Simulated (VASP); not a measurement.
Here is a VASP 6.6.1 calculation.

File INCAR:

```
PREC     = Accurate       # precision mode
ENCUT    = 520            # plane-wave cutoff, eV
EDIFF    = 1E-6           # SCF threshold, eV
ISMEAR   = 0              # smearing method
SIGMA    = 0.03           # smearing width, eV
LREAL    = False          # projectors in reciprocal space
LASPH    = True           # aspherical terms in the spheres
NELM     = 80             # most SCF steps
ALGO     = Normal         # electronic algorithm
ISIF     = 2              # what is computed and relaxed
LWAVE    = False          # write WAVECAR
LCHARG   = True           # write CHGCAR
GGA      = PS             # functional
LELF     = True           # ELF
LVHAR    = True         
NBANDS   = 17             # bands
```

Contents of KPOINTS:

```
Automatic mesh
0
Gamma
  12 12 12
```

Contents of POSCAR:

```
PbS
1.0
    2.0465973084      1.1816035069      3.6783696791
   -2.0465973084      1.1816035069      3.6783696791
    0.0000000000     -2.3632070138      3.6783696790
Pb S
1 1
Direct
    0.9805657800      0.9805657800      0.9805657800
    0.4750355500      0.4750355500      0.4750355500
```

Potentials or basis: VASP PAW PBE potentials, release 64 (Pb_d, S).

Command:

```sh
$ cat potpaw_PBE.64/Pb_d/POTCAR potpaw_PBE.64/S/POTCAR > POTCAR
$ mpirun -np 1 vasp_std > vasp.out
```

Problem. Predict the largest force.

Solution. 0.036 eV/Å.

Problem. What does it give for the pressure?

Solution. -2.3 GPa.

Problem. What does it give for the band gap on the k mesh?

Solution. Zero (band 10 reaches 5.66 eV, above the bottom of band 11 at 5.41 eV).

Stress tensor (GPa, compression positive):
```
-0.82  0.00  0.00
 0.00 -0.82  0.00
 0.00  0.00 -5.14
```

Caveat: the PAW data sets were made with another functional, which shifts forces and pressure a little; spin-orbit coupling is left out, which moves the levels of the heavy elements.
